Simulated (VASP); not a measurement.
A run of VASP 6.6.1:

The input INCAR:

```
PREC = Accurate
ENCUT = 520
EDIFF = 1E-6
ISMEAR = -1
SIGMA = 0.1
LREAL = False
LASPH = True
NELM = 100
ALGO = Normal
ISIF = 2
LWAVE = False
LCHARG = False
GGA = RP
NBANDS = 34
```

File KPOINTS:

```
regular mesh
0
Gamma
  15 15 4
```

File POSCAR:

```
V
1.0
    2.6578538648      0.0000000000      0.0000000000
   -1.3289269324      2.3017689665      0.0000000000
    0.0000000000      0.0000000000      9.2926979713
V
4
Direct
    0.0000000000      0.0000000000      1.0000000000
    1.0000000000      0.0000000000      0.5000000000
    0.3333333333      0.6666666667      0.2500000000
    0.6666666667      0.3333333333      0.7500000000
```

Potentials or basis: VASP PAW PBE potentials, release 64 (V_sv).

Run with:

```bash
$ cat potpaw_PBE.64/V_sv/POTCAR > POTCAR
$ mpirun -np 1 vasp_std > vasp.out
```

Hardware: 1 thread of Intel(R) Xeon(R) 6975P-C (Granite Rapids), with other jobs on the host.

Q: Estimate the wall time of this run.

A: It took 67 s on 1 thread of Intel(R) Xeon(R) 6975P-C (Granite Rapids), on a shared host, peak memory 0.24 GiB. Counts: scf iterations 15, k points 81.
